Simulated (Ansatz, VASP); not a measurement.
**Two plane-wave programs on Mo**

The input INCAR:

```
PREC     = Accurate       # precision mode
ENCUT    = 600            # plane-wave cutoff, eV
EDIFF    = 1E-7           # SCF threshold, eV
ISMEAR   = 0              # smearing method
SIGMA    = 0.1            # smearing width, eV
LREAL    = F              # projectors in reciprocal space
LASPH    = T              # aspherical terms in the spheres
NELM     = 100            # most SCF steps
ALGO     = Normal         # electronic algorithm
ISIF     = 3              # what is computed and relaxed
LWAVE    = F              # write WAVECAR
LCHARG   = F              # write CHGCAR
GGA      = PE             # functional
IBRION   = 2              # ionic algorithm
NSW      = 90             # ionic steps
EDIFFG   = -0.04          # ionic threshold
```

File KPOINTS:

```
regular mesh
0
Gamma
  6 6 6
```

POSCAR

```
Mo
1.0
    2.4038500305      1.3878634622      1.8957360069
   -2.4038500305      1.3878634622      1.8957360069
    0.0000000000     -2.7757269244      1.8957360069
Mo
2
Direct
    0.3032700000      0.3032700000      0.3032700000
    0.6967300000      0.6967300000      0.6967300000
```

Input for Ansatz:

```yaml
crystal:
  lattice:
    - [2.4038500305, 1.3878634622, 1.8957360069]
    - [-2.4038500305, 1.3878634622, 1.8957360069]
    - [0.0, -2.7757269244, 1.8957360069]
  atoms:
    - { symbol: Mo, position: [0.30327, 0.30327, 0.30327] }
    - { symbol: Mo, position: [0.69673, 0.69673, 0.69673] }
basis:
  ecutwfc: 420
kpoints:
  mp_grid: { grid: [6, 6, 6] }
hamiltonian:
  xc: pbe
scf:
  occupations: { method: gaussian, width: 0.1 }
  lower_state_search: "off"
output:
  forces: true
  stress: true
  eigenvalues: true
relax:
  adjacent_minimum: "off"
  f_tol: 0.04
  max_steps: 70
  cell: { stress_tol: 0.4 }
```

Alike in both runs: task relaxation of cell and atoms; functional PBE; k mesh 6 × 6 × 6; occupations gaussian, width 0.1 eV; no spin polarisation.

```csv
,VASP,Ansatz
version,VASP 6.6.1,Ansatz 0.2.0
potentials or method,"VASP PAW PBE potentials, release 64 (Mo_sv), cutoff 600 eV","scalar-relativistic, plane waves, PAW"
valence electrons in the cell,28,28
```

```tsv
	VASP	Ansatz	Ansatz less VASP
gap on the k mesh at the Fermi level, each at its own relaxed structure (eV)	none	none	-
relaxed volume (Å³/atom)	15.82	15.78	-0.041
relaxed cell length with the largest relative difference (Å)	3.163	3.160	-0.0028
```

A gap of «none» marks a metal or a gap that the smearing closes.

Noted on VASP's run: the volume moved by over 15 % at a fixed basis, so the end points are rough.
